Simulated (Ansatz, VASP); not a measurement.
**Two plane-wave programs on BP**

File INCAR:

```
PREC     = Accurate       # precision mode
ENCUT    = 600            # plane-wave cutoff, eV
EDIFF    = 1E-6           # SCF threshold, eV
ISMEAR   = -1             # smearing method
SIGMA    = 0.08           # smearing width, eV
LREAL    = False          # projectors in reciprocal space
LASPH    = True           # aspherical terms in the spheres
NELM     = 100            # most SCF steps
ALGO     = Normal         # electronic algorithm
ISIF     = 3              # what is computed and relaxed
LWAVE    = False          # write WAVECAR
LCHARG   = False          # write CHGCAR
GGA      = PE             # functional
IBRION   = 2              # ionic algorithm
NSW      = 60             # ionic steps
EDIFFG   = -0.005         # ionic threshold
```

Contents of KPOINTS:

```
Automatic mesh
0
Gamma
  15 15 15
```

File POSCAR:

```
BP
1.0
    0.0000000000      2.2260631449      2.2260631449
    2.2260631449      0.0000000000      2.2260631449
    2.2260631449      2.2260631449      0.0000000000
B P
1 1
Direct
    0.0000000000      0.0000000000      0.0000000000
    0.2500000000      0.2500000000      0.2500000000
```

Input for Ansatz:

```yaml
crystal:
  lattice:
    - [0.0, 2.2260631449, 2.2260631449]
    - [2.2260631449, 0.0, 2.2260631449]
    - [2.2260631449, 2.2260631449, 0.0]
  atoms:
    - { symbol: B, position: [0.0, 0.0, 0.0] }
    - { symbol: P, position: [0.25, 0.25, 0.25] }
kpoints:
  mp_grid: { grid: [15, 15, 15] }
scf:
  occupations: { method: fermi_dirac, width: 0.08 }
hamiltonian:
  xc: pbe
  pseudopotentials: { kind: paw }
output:
  forces: true
  stress: true
relax:
  f_tol: 0.005
  max_steps: 40
  cell: {}
```

Alike in both runs: task relaxation of cell and atoms; functional PBE; k mesh 15 × 15 × 15; occupations fermi-dirac, width 0.08 eV; no spin polarisation.

|  | VASP | Ansatz |
| --- | --- | --- |
| version | VASP 6.6.1 | Ansatz 0.2.0 |
| potentials or method | VASP PAW PBE potentials, release 64 (B, P) | PAW with Ansatz's default frozen-core files, scalar-relativistic |
| plane-wave cutoff (eV) | 600 | 420 |
| valence electrons in the cell | 8 | 8 |

|  | VASP | Ansatz | Ansatz less VASP |
| --- | --- | --- | --- |
| relaxed volume (Å³/atom) | 11.75 | 11.76 | +0.014 |
| relaxed cell length with the largest relative difference (Å) | 3.215 | 3.216 | +0.0012 |
